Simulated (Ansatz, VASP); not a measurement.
Two plane-wave programs on SnO2

File INCAR:

```
SYSTEM = SnO2
ALGO = Normal ; EDIFF = 1E-6
ENCUT = 520 ; GGA = CA
ISIF = 2 ; ISMEAR = 0
LASPH = .True. ; LCHARG = .False.
LREAL = .False. ; LWAVE = .False.
NBANDS = 35 ; NELM = 80
PREC = Accurate ; SIGMA = 0.05
```

The input KPOINTS:

```
k-points
0
Gamma
  6 6 8
  0 0 0
```

File POSCAR:

```
SnO2
1.0
    4.7212714761      0.0000000000      0.0000000000
    0.0000000000      4.7242464798      0.0000000000
    0.0000000000      0.0000000000      3.1900193999
Sn O
2 4
Direct
    0.5000000000      0.5000000000      0.5000000000
    0.0000000000      0.0000000000      0.0000000000
    0.3504980925      0.3514749487     -0.0940433152
    0.8055669685      0.1934278808      0.5000000000
    0.1944330315      0.8065721192      0.5000000000
    0.6944330315      0.6934278808      0.0000000000
```

Input for Ansatz:

```yaml
crystal:
  lattice:
    - [4.7212714761, 0.0, 0.0]
    - [0.0, 4.7242464798, 0.0]
    - [0.0, 0.0, 3.1900193999]
  atoms:
    - { symbol: Sn, position: [0.5, 0.5, 0.5] }
    - { symbol: Sn, position: [0.0, 0.0, 0.0] }
    - { symbol: O, position: [0.3504980925, 0.3514749487, -0.0940433152] }
    - { symbol: O, position: [0.8055669685, 0.1934278808, 0.5] }
    - { symbol: O, position: [0.1944330315, 0.8065721192, 0.5] }
    - { symbol: O, position: [0.6944330315, 0.6934278808, 0.0] }
basis:
  ecutwfc: 420
kpoints:
  mp_grid: { grid: [6, 6, 8] }
hamiltonian:
  xc: lda
scf:
  occupations: { method: gaussian, width: 0.05 }
output:
  forces: true
  stress: true
  eigenvalues: true
```

Alike in both runs: task single point; functional LDA; k mesh 6 × 6 × 8; occupations gaussian, width 0.05 eV; no spin polarisation.

|  | VASP | Ansatz |
| --- | --- | --- |
| version | VASP 6.6.1 | Ansatz 0.2.0 |
| potentials or method | VASP PAW LDA potentials, release 64 (Sn_d, O), cutoff 520 eV | scalar-relativistic, plane waves, PAW |
| valence electrons in the cell | 52 | 52 |

|  | VASP | Ansatz | Ansatz less VASP |
| --- | --- | --- | --- |
| gap on the k mesh at the Fermi level (eV) | 1.28 | 1.26 | -0.022 |
| least direct gap on the mesh (eV) | 1.28 | 1.26 | -0.022 |
| pressure (GPa) | 18.9 | 19.1 | +0.19 |
| traceless stress, the component that is largest in VASP (GPa) | -15.00 | -16.12 | -1.126 |
| rms of the force components (eV/Å) | 5.306 | 5.594 | +0.2881 |

LDA's correlation is that of Perdew and Zunger in VASP and of Perdew and Wang (1992) in Ansatz. Atom by atom the forces differ by 0.294 eV/Å (rms over components).
